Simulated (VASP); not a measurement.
# CaInC4N4 (P-43m) in VASP: a series of runs

Runs on CaInC4N4. Level: PBE. Tasks: single point, relaxation of cell and atoms.

Program: VASP 6.6.1. These are calculated values, not measurements. Logs are shortened: lines on timing, memory, paths and dates and some standing lists are left out, and cuts for length are marked.

## 1. The cell of the first run

Symmetry: P-43m, No. 215, cubic system. The conventional cell has a = 6.563 Å, b = 6.563 Å, c = 6.563 Å, α = 90.00°, β = 90.00°, γ = 90.00°. Within 3.1 Å of Ca (site symmetry -43m) lie 4 N at 2.34 Å. Within 2.9 Å of In (site symmetry -43m) lie 4 C at 2.17 Å. Within 1.6 Å of C (site symmetry 3m) lie 1 N at 1.17 Å. N (site symmetry 3m) has 1 C at 1.17 Å within 1.6 Å.

## 2. Single point, PBE

Contents of INCAR:

```
SYSTEM = CaInC4N4
ALGO = Normal
EDIFF = 1E-7
ENCUT = 520
GGA = PE
ISIF = 2
ISMEAR = 0
LASPH = .True.
LCHARG = .True.
LELF = .True.
LREAL = .False.
LVHAR = .True.
LWAVE = .False.
NBANDS = 40
NELM = 60
PREC = Accurate
SIGMA = 0.1
```

Contents of KPOINTS:

```
k-points
0
Gamma
  4 4 4
  0 0 0
```

Contents of POSCAR:

```
CaInC4N4
1.0
    6.5632099846      0.0000000000      0.0000000000
    0.0000000000      6.5632099846      0.0000000000
    0.0000000000      0.0000000000      6.5632099846
Ca In C N
1 1 4 4
Direct
    0.5000000000      0.5000000000      0.5000000000
    0.0000000000      0.0000000000      0.0000000000
    0.1905026565      0.1905026565      0.1905026565
    0.1905026565      0.8094973435      0.8094973435
    0.8094973435      0.1905026565      0.8094973435
    0.8094973435      0.8094973435      0.1905026565
    0.2937467585      0.2937467585      0.2937467585
    0.2937467585      0.7062532415      0.7062532415
    0.7062532415      0.2937467585      0.7062532415
    0.7062532415      0.7062532415      0.2937467585
```

Potentials or basis: VASP PAW PBE potentials, release 64 (Ca_sv, In_d, C, N).

Command:

```bash
cat potpaw_PBE.64/Ca_sv/POTCAR potpaw_PBE.64/In_d/POTCAR potpaw_PBE.64/C/POTCAR potpaw_PBE.64/N/POTCAR > POTCAR
mpirun -np 1 vasp_std > vasp.out
```

OUTCAR:

```text
SYSTEM = CaInC4N4
   EDIFF = 1E-7
   ENCUT = 520
   GGA = PE
   ISIF = 2
   ISMEAR = 0
   LASPH = .True.
   LREAL = .False.
   NELM = 60
   PREC = Accurate

 ion  position               nearest neighbor table
   1  0.500  0.500  0.500-   7 2.34   8 2.34   9 2.34  10 2.34
   2  0.000  0.000  0.000-   3 2.17   4 2.17   5 2.17   6 2.17
   3  0.191  0.191  0.191-   7 1.17   2 2.17
   4  0.191  0.809  0.809-   8 1.17   2 2.17
   5  0.809  0.191  0.809-   9 1.17   2 2.17
   6  0.809  0.809  0.191-  10 1.17   2 2.17
   7  0.294  0.294  0.294-   3 1.17   1 2.34
   8  0.294  0.706  0.706-   4 1.17   1 2.34
   9  0.706  0.294  0.706-   5 1.17   1 2.34
  10  0.706  0.706  0.294-   6 1.17   1 2.34

  LATTYP: Found a simple cubic cell.
 ALAT       =     6.5632099846

  Lattice vectors:

 A1 = (   6.5632099846,   0.0000000000,   0.0000000000)
 A2 = (   0.0000000000,   6.5632099846,   0.0000000000)
 A3 = (   0.0000000000,   0.0000000000,   6.5632099846)

Analysis of symmetry for initial positions (statically):
=====================================================================
 Subroutine PRICEL returns:
 Original cell was already a primitive cell.

 Routine SETGRP: Setting up the symmetry group for a
 simple cubic supercell.

 Subroutine GETGRP returns: Found 24 space group operations
 (whereof 24 operations were pure point group operations)
 out of a pool of 48 trial point group operations.

The static configuration has the point symmetry T_d .

Analysis of symmetry for dynamics (positions and initial velocities):
=====================================================================
 Subroutine PRICEL returns:
 Original cell was already a primitive cell.

 Routine SETGRP: Setting up the symmetry group for a
 simple cubic supercell.

 Subroutine GETGRP returns: Found 24 space group operations
 (whereof 24 operations were pure point group operations)
 out of a pool of 48 trial point group operations.

The dynamic configuration has the point symmetry T_d .

 Subroutine INISYM returns: Found 24 space group operations
 (whereof 24 operations are pure point group operations),
 and found     1 'primitive' translations

----------------------------------------------------------------------------------------

                                     Primitive cell

  volume of cell :     282.7150

  direct lattice vectors                    reciprocal lattice vectors
     6.563209985  0.000000000  0.000000000     0.152364468  0.000000000  0.000000000
     0.000000000  6.563209985  0.000000000     0.000000000  0.152364468  0.000000000
     0.000000000  0.000000000  6.563209985     0.000000000  0.000000000  0.152364468

  length of vectors
     6.563209985  6.563209985  6.563209985     0.152364468  0.152364468  0.152364468

  position of ions in fractional coordinates (direct lattice)
     0.500000000  0.500000000  0.500000000
     0.000000000  0.000000000  0.000000000
     0.190502657  0.190502657  0.190502657
     0.190502657  0.809497343  0.809497343
     0.809497343  0.190502657  0.809497343
     0.809497343  0.809497343  0.190502657
     0.293746758  0.293746758  0.293746758
     0.293746758  0.706253242  0.706253242
     0.706253242  0.293746758  0.706253242
     0.706253242  0.706253242  0.293746758

  ion indices of the primitive-cell ions
   primitive index   ion index
                 1           1
                 2           2
                 3           3
                 4           4
                 5           5
                 6           6
                 7           7
                 8           8
                 9           9
                10          10

----------------------------------------------------------------------------------------

 KPOINTS: k-points

Automatic generation of k-mesh.
 Grid dimensions read from file:
 generate k-points for:    4    4    4

 Generating k-lattice:

  Cartesian coordinates                     Fractional coordinates (reciprocal lattice)
     0.038091117  0.000000000  0.000000000     0.250000000  0.000000000  0.000000000
     0.000000000  0.038091117  0.000000000     0.000000000  0.250000000  0.000000000
     0.000000000  0.000000000  0.038091117     0.000000000  0.000000000  0.250000000

  Length of vectors
     0.038091117  0.038091117  0.038091117

  Shift w.r.t. Gamma in fractional coordinates (k-lattice)
     0.000000000  0.000000000  0.000000000

 Subroutine IBZKPT returns following result:
 ===========================================

 Found     10 irreducible k-points:

 Following reciprocal coordinates:
            Coordinates               Weight
  0.000000  0.000000  0.000000      1.000000
  0.250000  0.000000  0.000000      6.000000
  0.500000  0.000000  0.000000      3.000000
  0.250000  0.250000  0.000000     12.000000
  0.500000  0.250000  0.000000     12.000000
  0.500000  0.500000  0.000000      3.000000
  0.250000  0.250000  0.250000      8.000000
  0.500000  0.250000  0.250000     12.000000
  0.500000  0.500000  0.250000      6.000000
  0.500000  0.500000  0.500000      1.000000
   k-points           NKPTS =     10   k-points in BZ     NKDIM =     10   number of bands    NBANDS=     40
   number of dos      NEDOS =    301   number of ions     NIONS =     10
   total plane-waves  NPLWV = 125000
   dimension x,y,z NGX =    50 NGY =   50 NGZ =   50
   dimension x,y,z NGXF=   100 NGYF=  100 NGZF=  100
   ions per type =               1   1   4   4
   NGX,Y,Z   is equivalent  to a cutoff of  12.66, 12.66, 12.66 a.u.
   NGXF,Y,Z  is equivalent  to a cutoff of  25.33, 25.33, 25.33 a.u.
 SYSTEM =  CaInC4N4
   PREC   = accura    normal or accurate (medium, high low for compatibility)
   ISTART =      0    job   : 0-new  1-cont  2-samecut
   ICHARG =      2    charge: 1-file 2-atom 10-const
   ISPIN  =      1    spin polarized calculation?
   LNONCOLLINEAR =      F non collinear calculations
   LSORBIT =      F    spin-orbit coupling
   LASPH  =      T    aspherical Exc in radial PAW
   ENCUT  =  520.0 eV  38.22 Ry    6.18 a.u.  12.20 12.20 12.20*2*pi/ulx,y,z
   NELM   =     60;   NELMIN=  2; NELMDL= -5     # of ELM steps
   EDIFF  = 0.1E-06   stopping-criterion for ELM
   LREAL  =      F    real-space projection
   EDIFFG = 0.1E-05   stopping-criterion for IOM
   NSW    =      0    number of steps for IOM
   IBRION =     -1    ionic relax: 0-MD 1-quasi-New 2-CG
   NFREE  =      0    steps in history (QN), initial steepest desc. (CG)
   ISIF   =      2    stress and relaxation
   ISYM   =      2    0-nonsym 1-usesym 2-fastsym
   POTIM  = 0.5000    time-step for ionic-motion
   TEBEG  =    0.0;   TEEND  =   0.0 temperature during run
   PSTRESS=    0.0 pullay stress
   NELECT =      59.0000    total number of electrons
   NUPDOWN=      -1.0000    fix difference up-down
   EMIN   =  10.00;   EMAX   =-10.00  energy-range for DOS
   EFERMI =   0.00;   METHOD = LEGACY
   ISMEAR =     0;   SIGMA  =   0.10  broadening in eV -4-tet -1-fermi 0-gaus
   EFERMI_NEDOS =   21; number of points for ismear=-14 and -15
   IALGO  =     38    algorithm
   IMIX   =      4    mixing-type and parameters
     AMIX     =   0.40;   BMIX     =  1.00
     AMIX_MAG =   1.60;   BMIX_MAG =  1.00
  volume/ion in A,a.u.               =      28.27       190.79
  Fermi-wavevector in a.u.,A,eV,Ry     =   0.971052  1.835022 12.829507  0.942942
  Thomas-Fermi vector in A             =   2.101238
   LORBIT       =      0    0 simple, 1 ext, 2 COOP (PROOUT), +10 PAW based schemes
   GGA     = PE    functional components
   LHFCALC =     F    Hartree Fock is set to
   AEXX    =    0.0000 exact exchange contribution
   IVDW    =     0    specifies the selected vdW correction
   LEPSILON=     F    determine dielectric tensor
   LRPA    =     F    only Hartree local field effects (RPA)
 non-spin polarized calculation
 Gauss-broadening in eV      SIGMA  =   0.10
  energy-cutoff  :      520.00
  volume of cell :      282.72
 maximum number of plane-waves:      7664
 NGX is ok and might be reduce to    50
   NGX = 25   NGY = 25   NGZ = 25

 number of electron      59.0000019 magnetization

 Free energy of the ion-electron system (eV)
  ---------------------------------------------------
  ext. energy  EPLUGINS =         0.00000000
  ---------------------------------------------------
  free energy    TOTEN  =       -72.52254709 eV

  energy without entropy =      -72.46508674  energy(sigma->0) =      -72.49381692

 E-fermi :   1.5824     XC(G=0):  -6.1568

 val. band max:        1.5746332959   @ k =   0.2500   0.2500   0.0000
 cond. band min:       1.5961329064   @ k =   0.5000   0.2500   0.0000
 fundamental gap:      0.0214996105
 Fermi energy:         1.5824397206

 k-point     1 :       0.0000    0.0000    0.0000
  band No.  band energies     occupation
      1     -40.8529      2.00000
      2     -21.9478      2.00000
      3     -21.9478      2.00000
      4     -21.9478      2.00000
      5     -18.7957      2.00000
      6     -18.7324      2.00000
[... 32 lines left out ...]
     39       3.7194      0.00000
     40       4.6804      0.00000

 k-point     2 :       0.2500    0.0000    0.0000
  band No.  band energies     occupation
      1     -40.8529      2.00000
      2     -21.9480      2.00000
      3     -21.9478      2.00000
      4     -21.9478      2.00000
      5     -18.7897      2.00000
      6     -18.7384      2.00000
[... 32 lines left out ...]
     39       3.6503      0.00000
     40       4.4111      0.00000

 k-point     3 :       0.5000    0.0000    0.0000
  band No.  band energies     occupation
      1     -40.8529      2.00000
      2     -21.9481      2.00000
      3     -21.9478      2.00000
      4     -21.9478      2.00000
      5     -18.7817      2.00000
      6     -18.7462      2.00000
[... 32 lines left out ...]
     39       3.7256      0.00000
     40       3.8370      0.00000

 k-point     4 :       0.2500    0.2500    0.0000
  band No.  band energies     occupation
      1     -40.8529      2.00000
      2     -21.9480      2.00000
      3     -21.9479      2.00000
      4     -21.9478      2.00000
      5     -18.7850      2.00000
      6     -18.7397      2.00000
[... 32 lines left out ...]
     39       3.6233      0.00000
     40       4.5638      0.00000

 k-point     5 :       0.5000    0.2500    0.0000
  band No.  band energies     occupation
      1     -40.8529      2.00000
      2     -21.9481      2.00000
      3     -21.9479      2.00000
      4     -21.9478      2.00000
      5     -18.7791      2.00000
      6     -18.7444      2.00000
[... 32 lines left out ...]
     39       3.7828      0.00000
     40       3.9991      0.00000

 k-point     6 :       0.5000    0.5000    0.0000
  band No.  band energies     occupation
      1     -40.8529      2.00000
      2     -21.9480      2.00000
      3     -21.9480      2.00000
      4     -21.9478      2.00000
      5     -18.7763      2.00000
      6     -18.7411      2.00000
[... 32 lines left out ...]
     39       3.9267      0.00000
     40       4.4854      0.00000

 k-point     7 :       0.2500    0.2500    0.2500
  band No.  band energies     occupation
      1     -40.8529      2.00000
      2     -21.9480      2.00000
      3     -21.9479      2.00000
      4     -21.9479      2.00000
      5     -18.7820      2.00000
      6     -18.7406      2.00000
[... 32 lines left out ...]
     39       3.6408      0.00000
     40       4.5364      0.00000

 k-point     8 :       0.5000    0.2500    0.2500
  band No.  band energies     occupation
      1     -40.8529      2.00000
      2     -21.9480      2.00000
      3     -21.9479      2.00000
      4     -21.9479      2.00000
      5     -18.7784      2.00000
      6     -18.7426      2.00000
[... 32 lines left out ...]
     39       3.8612      0.00000
     40       4.0794      0.00000

 k-point     9 :       0.5000    0.5000    0.2500
  band No.  band energies     occupation
      1     -40.8529      2.00000
      2     -21.9480      2.00000
      3     -21.9480      2.00000
      4     -21.9479      2.00000
      5     -18.7776      2.00000
      6     -18.7394      2.00000
[... 32 lines left out ...]
     39       3.9933      0.00000
     40       4.3868      0.00000

 k-point    10 :       0.5000    0.5000    0.5000
  band No.  band energies     occupation
      1     -40.8529      2.00000
      2     -21.9480      2.00000
      3     -21.9480      2.00000
      4     -21.9480      2.00000
      5     -18.7790      2.00000
      6     -18.7379      2.00000
[... 32 lines left out ...]
     39       3.9989      0.00000
     40       3.9989      0.00000

------------------------ aborting loop because EDIFF is reached ----------------------------------------

  FORCE on cell =-STRESS in cart. coord.  units (eV):
  Direction    XX          YY          ZZ          XY          YZ          ZX
  --------------------------------------------------------------------------------------
  -------------------------------------------------------------------------------------
  Total        0.7296630      0.7296630      0.7296630      0.0000000      0.0000000     -0.0000000
  in kB        4.1350811      4.1350811      4.1350811      0.0000000      0.0000000     -0.0000000
  external PRESSURE =       4.1350811 kB  Pullay stress =       0.0000000 kB

 VOLUME and BASIS-vectors are now :
 -----------------------------------------------------------------------------
  energy-cutoff  :      520.00
  volume of cell :      282.72
      direct lattice vectors                 reciprocal lattice vectors
     6.563209985  0.000000000  0.000000000     0.152364468  0.000000000  0.000000000
     0.000000000  6.563209985  0.000000000     0.000000000  0.152364468  0.000000000
     0.000000000  0.000000000  6.563209985     0.000000000  0.000000000  0.152364468

 POSITION                                       TOTAL-FORCE (eV/Angst)
 -----------------------------------------------------------------------------------
      3.28160      3.28160      3.28160        -0.000000      0.000000      0.000000
      0.00000      0.00000      0.00000        -0.000000      0.000000      0.000000
      1.25031      1.25031      1.25031        -0.216953     -0.216953     -0.216953
      1.25031      5.31290      5.31290        -0.216953      0.216953      0.216953
      5.31290      1.25031      5.31290         0.216953     -0.216953      0.216953
      5.31290      5.31290      1.25031         0.216953      0.216953     -0.216953
      1.92792      1.92792      1.92792         0.200369      0.200369      0.200369
      1.92792      4.63529      4.63529         0.200369     -0.200369     -0.200369
      4.63529      1.92792      4.63529        -0.200369      0.200369     -0.200369
      4.63529      4.63529      1.92792        -0.200369     -0.200369      0.200369
 -----------------------------------------------------------------------------------
    total drift:                                0.000000      0.000000     -0.000000

  FREE ENERGIE OF THE ION-ELECTRON SYSTEM (eV)
  ---------------------------------------------------
  free  energy   TOTEN  =       -72.5225470900 eV

  energy  without entropy=      -72.4650867420  energy(sigma->0) =      -72.49381692
```

Wall time 1.8 min (1 thread of Intel Xeon 6975P-C (Granite Rapids), shared host); peak memory 0.41 GiB.

What came out:

* Free energy: -72.5225 eV
* Pressure: 0.4 GPa
* Largest force: 0.376 eV/Å
* Band gap on the k mesh: zero (an odd number of electrons rules out a gap without spin polarisation)

Forces in eV/Å, atoms in the order of the input:
```
Ca   0.000  0.000  0.000
In   0.000  0.000  0.000
C   -0.217 -0.217 -0.217
C   -0.217  0.217  0.217
C    0.217 -0.217  0.217
C    0.217  0.217 -0.217
N    0.200  0.200  0.200
N    0.200 -0.200 -0.200
N   -0.200  0.200 -0.200
N   -0.200 -0.200  0.200
```

Caveat: spin-orbit coupling is left out, which moves the levels of the heavy elements; an odd number of electrons without spin polarisation forces a metal; a magnetic or distorted state may lie lower.

## 3. Single point, PBE

This run uses another cell than the first one, of 23.99 Å³/atom.

Contents of INCAR:

```
PREC = Accurate
ENCUT = 520
EDIFF = 1E-7
ISMEAR = 0
SIGMA = 0.1
LREAL = F
LASPH = T
NELM = 100
ALGO = Normal
ISIF = 2
LWAVE = F
LCHARG = F
GGA = PE
NBANDS = 40
```

Contents of KPOINTS:

```
Automatic mesh
0
Gamma
  4 4 4
```

Contents of POSCAR:

```
CaInC4N4
1.0
    6.2134436000      0.0000000000      0.0000000000
    0.0000000000      6.2134436000      0.0000000000
    0.0000000000      0.0000000000      6.2134436000
Ca In C N
1 1 4 4
Direct
    0.5000000000      0.5000000000      0.5000000000
    0.0000000000      0.0000000000      0.0000000000
    0.1859319800      0.1859319800      0.1859319800
    0.1859319800      0.8140680200      0.8140680200
    0.8140680200      0.1859319800      0.8140680200
    0.8140680200      0.8140680200      0.1859319800
    0.2946478300      0.2946478300      0.2946478300
    0.2946478300      0.7053521700      0.7053521700
    0.7053521700      0.2946478300      0.7053521700
    0.7053521700      0.7053521700      0.2946478300
```

Potentials or basis: VASP PAW PBE potentials, release 64 (Ca_sv, In_d, C, N).

Command:

```bash
cat potpaw_PBE.64/Ca_sv/POTCAR potpaw_PBE.64/In_d/POTCAR potpaw_PBE.64/C/POTCAR potpaw_PBE.64/N/POTCAR > POTCAR
mpirun -np 1 vasp_std > vasp.out
```

It took 83 s on 1 thread of Intel Xeon 6975P-C (Granite Rapids), shared host; peak memory 0.38 GiB.

The run converged. Its results:

| Property | Result |
| --- | --- |
| Free energy | -71.3546 eV |
| Pressure | 8.4 GPa |
| Largest force | 1.872 eV/Å |
| Band gap on the k mesh | zero (an odd number of electrons rules out a gap without spin polarisation) |

Forces on the atoms (eV/Å):
```
Ca   0.000  0.000  0.000
In   0.000  0.000  0.000
C    1.081  1.081  1.081
C    1.081 -1.081 -1.081
C   -1.081  1.081 -1.081
C   -1.081 -1.081  1.081
N   -0.156 -0.156 -0.156
N   -0.156  0.156  0.156
N    0.156 -0.156  0.156
N    0.156  0.156 -0.156
```

Levels at points of the mesh, in eV from the Fermi level:
```tsv
k point	band 26	band 27	band 28	band 29	band 30	band 31	band 32	band 33
(0.00, 0.00, 0.00)	-6.50	-6.13	-6.13	-6.13	-0.14	-0.14	-0.14	0.37
(0.50, 0.00, 0.00)	-6.51	-6.28	-6.17	-6.17	-0.03	0.22	0.22	0.61
(0.50, 0.50, 0.00)	-6.44	-6.43	-6.19	-6.19	-0.02	0.58	0.58	0.59
(0.50, 0.50, 0.50)	-6.40	-6.29	-6.29	-6.29	0.36	0.36	0.36	0.39
```

Caveat: the cell stands under pressure; spin-orbit coupling is left out, which moves the levels of the heavy elements; an odd number of electrons without spin polarisation forces a metal; a magnetic or distorted state may lie lower.

[end of part 1 of 2]

The gap in the log of VASP goes by the Fermi energy; the results here count the filled bands.